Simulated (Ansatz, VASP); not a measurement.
## HfN in VASP and in Ansatz

Contents of INCAR:

```
ALGO = Normal ; EDIFF = 1E-7
ENCUT = 520 ; GGA = PE
ISIF = 2 ; ISMEAR = 0
LASPH = T ; LCHARG = F
LREAL = F ; LWAVE = F
NBANDS = 14 ; NELM = 80
PREC = Accurate ; SIGMA = 0.15
```

Contents of KPOINTS:

```
k-points
0
Gamma
  16 16 16
```

Contents of POSCAR:

```
HfN
1.0
    0.0000000000      2.1146470585      2.2738140414
    2.2738140414      0.0000000000      2.2738140414
    2.2738140414      2.1146470585      0.0000000000
Hf N
1 1
Direct
    0.0006695498     -0.0006695498      0.0006695498
    0.4914680798      0.5085319202      0.4914680798
```

Input for Ansatz:

```yaml
crystal:
  lattice:
    - [0.0, 2.1146470585, 2.2738140414]
    - [2.2738140414, 0.0, 2.2738140414]
    - [2.2738140414, 2.1146470585, 0.0]
  atoms:
    - { symbol: Hf, position: [0.0006695498, -0.0006695498, 0.0006695498] }
    - { symbol: "N", position: [0.4914680798, 0.5085319202, 0.4914680798] }
basis:
  ecutwfc: 520.0
kpoints:
  mp_grid: { grid: [16, 16, 16] }
hamiltonian:
  xc: pbe
  pseudopotentials: { kind: paw, azcp: { folder: soft_1 } }
scf:
  occupations: { method: gaussian, width: 0.15 }
output:
  forces: true
  stress: true
  eigenvalues: true
  write_density: true
  write_potential: true
  elf: true
  volumetric_format: npy
```

Change from the starting cell: mode 5 frozen in at -0.039 Å, normal strain along y -0.0700.

Alike in both runs: task single point; functional PBE; k mesh 16 × 16 × 16; occupations gaussian, width 0.15 eV; no spin polarisation.

|  | VASP | Ansatz |
| --- | --- | --- |
| version | VASP 6.6.1 | Ansatz 0.2.0 |
| potentials or method | VASP PAW PBE potentials, release 64 (Hf_pv, N), cutoff 520 eV | scalar-relativistic, plane waves, PAW |
| valence electrons in the cell | 15 | 31 |

```tsv
	VASP	Ansatz	Ansatz less VASP
gap on the k mesh at the Fermi level (eV)	none	none	-
pressure (GPa)	24.3	26.7	+2.36
traceless stress, the component that is largest in VASP (GPa)	35.68	35.65	-0.028
rms of the force components (eV/Å)	0.532	0.528	-0.0037
```

Atom by atom the forces differ by 0.004 eV/Å (rms over components). A gap of «none» marks a metal or a gap that the smearing closes. VASP's potentials hold 15 valence electrons a cell and Ansatz's 31, so a difference there can come from the potentials and not from the codes.

Spin-orbit coupling is off throughout.
